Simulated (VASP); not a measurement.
LiTiH6O2F6:

```xyz
16
Lattice="6.1359 0.0000 0.0000 -3.0680 5.3139 0.0000 0.0000 0.0000 5.6152" Properties=species:S:1:pos:R:3 pbc="T T T"
Li    0.0000    0.0000    2.8076
Ti    0.0000    0.0000    0.0000
H    -0.3721    2.6205    1.5501
H     0.9846    3.6813    1.5501
H     2.4555    0.9880    4.0650
H    -0.6125    4.3258    1.5501
H     2.6959    2.6933    4.0650
H     4.0525    1.6325    4.0650
O     0.0000    3.5426    1.8136
O     3.0680    1.7713    3.8016
F     1.4982    0.0630    1.3147
F     5.3322    1.2660    1.3147
F    -0.6945    1.3290    4.3005
F     2.3734    3.9848    1.3147
F    -1.5697    5.2508    4.3005
F     2.2643    4.0479    4.3005
```

Base run:

| Quantity | Value |
| --- | --- |
| Program | VASP 6.6.1 |
| Functional | r2SCAN |
| Potentials or basis | VASP PAW PBE potentials, release 64 (Li_sv, Ti_sv, H, O, F) |
| Cutoff | 520 eV |
| k mesh | 5 × 5 × 4 |
| Occupations | fermi-dirac, width 0.02 eV |
| Spin | collinear spin, ferromagnetic start |
| Starting moments | [0.0, 1.0, 0.0, 0.0, 0.0, 0.0, 0.0, 0.0, 0.0, 0.0, 0.0, 0.0, 0.0, 0.0, 0.0, 0.0] μB |

Its results: band gap on the k mesh 0.64 eV, indirect (least direct gap 0.71 eV); net moment 1.00 μB per cell; site moments Li -0.00; Ti +0.90; H +0.00; O -0.00; F +0.00 μB; largest force 0.367 eV/Å.

**Question.** The run is repeated on the same cell with these changes: functional from r2SCAN to PBE. What comes out?

**Answer.** Band gap on the k mesh 0.13 eV, indirect (least direct gap 0.21 eV); net moment 1.00 μB per cell; site moments Li -0.00; Ti +0.88; H +0.00; O -0.00; F +0.00 μB; largest force 0.040 eV/Å.

r2SCAN gives the wider gap, since meta-GGAs in the generalised Kohn-Sham scheme recover part of the derivative discontinuity.

Caveats: the PAW data sets were made with another functional, which shifts forces and pressure a little (some runs).

A k mesh can miss the band edges.
